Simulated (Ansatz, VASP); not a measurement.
**HgTe: VASP and Ansatz over several settings**

```
Hg Te
1.0
     0.00000    3.21450    3.21450
     3.21450    0.00000    3.21450
     3.21450    3.21450    0.00000
Hg Te
1 1
Cartesian
  0.0000 0.0000 0.0000
  4.8217 4.8217 4.8217
```

Single points on this cell with VASP 6.6.1 and Ansatz 0.2.0. Each row is one pair of runs. Alike in all rows: spin: off; VASP's potentials, cutoff: VASP PAW PBE potentials, release 64 (Hg, Te), 520 eV.

| level | k mesh | smearing | Ansatz's potentials, cutoff | gap on the k mesh at the Fermi level (eV), VASP | gap on the k mesh at the Fermi level (eV), Ansatz | pressure (GPa), VASP | pressure (GPa), Ansatz |
| --- | --- | --- | --- | --- | --- | --- | --- |
| r2SCAN+D4 | 7 × 7 × 7 | fermi-dirac, width 0.05 eV | Ansatz PAW, 500 eV | none | none | 2.7 | 2.6 |
| PBE | 10 × 10 × 10 | fermi-dirac, width 0.05 eV | Ansatz PAW, 420 eV | none | none | 4.6 | 4.5 |
| PBE exchange alone | 7 × 7 × 7 | fermi-dirac, width 0.05 eV | Ansatz PAW, 420 eV | ? | none | ? | 12.6 |
| PBE | 4 × 4 × 4 | fermi-dirac, width 0.05 eV | Ansatz PAW, 420 eV | none | none | 5.1 | 5.0 |
| PBE+D3(BJ) | 7 × 7 × 7 | fermi-dirac, width 0.05 eV | Ansatz PAW, 420 eV | none | none | 2.6 | 2.5 |
| BLYP | 7 × 7 × 7 | fermi-dirac, width 0.05 eV | Ansatz PAW, 420 eV | none | none | 8.2 | 7.8 |
| r2SCAN-based global hybrid | 4 × 4 × 4 | fermi-dirac, width 0.05 eV | Ansatz PAW, 500 eV | 2.15 | 2.25 | 0.8 | 1.4 |
| PBE | 7 × 7 × 7 | gaussian, width 0.015 eV | Ansatz PAW, 420 eV | none | none | 4.6 | 4.6 |

Question: Fill in what VASP gave in row 3.

Answer: gap on the k mesh at the Fermi level (eV): none; pressure (GPa): 12.7.

VASP's potentials hold 18 valence electrons a cell and Ansatz's 36, so a difference there can come from the potentials and not from the codes.

A gap of «none» marks a metal or a gap that the smearing closes.

The k mesh is coarse in some rows, so the values compare programs but aren't converged. Neither program's run includes spin-orbit coupling.
